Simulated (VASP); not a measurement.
Here is a VASP 6.6.1 calculation.

INCAR

```
SYSTEM = TiO2
PREC = Accurate
ENCUT = 520
EDIFF = 1E-6
ISMEAR = 0
SIGMA = 0.05
LREAL = .FALSE.
LASPH = .TRUE.
NELM = 150
ALGO = Normal
ISIF = 2
LWAVE = .FALSE.
LCHARG = .TRUE.
LMAXMIX = 4
LDAU = .TRUE.
LDAUTYPE = 2
LDAUL = 2 -1
LDAUU = 4 0
LDAUJ = 0 0
LDAUPRINT = 1
GGA = PE
IVDW = 12
LELF = .TRUE.
LVHAR = .TRUE.
NBANDS = 19
```

Contents of KPOINTS:

```
regular mesh
0
G
  12 12 12
  0 0 0
```

POSCAR

```
TiO2
1.0
    1.4124311668      0.8154675144      4.8845636233
   -1.4124311668      0.8154675144      4.8845636233
    0.0000000000     -1.6309350288      4.8845636233
Ti O
1 2
Direct
    0.0000000000      0.0000000000      0.0000000000
    0.6017580785      0.6017580785      0.6017580785
    0.3982419215      0.3982419215      0.3982419215
```

Potentials or basis: VASP PAW PBE potentials, release 64 (Ti_sv, O).

Command:

```bash
$ cat potpaw_PBE.64/Ti_sv/POTCAR potpaw_PBE.64/O/POTCAR > POTCAR
$ mpirun -np 1 vasp_std > vasp.out
```

Predict the dispersion energy per atom.

-0.222 eV.

What does it give for the largest force?

2.545 eV/Å.

Stress tensor (GPa, compression positive):
```
50.79  0.00  0.00
 0.00 50.79  0.00
 0.00  0.00 22.07
```

Caveat: the stress differs along the axes, from 22 to 51 GPa; forces of over 1 eV/Å act on the atoms, so gaps and moduli don't describe the material at rest.
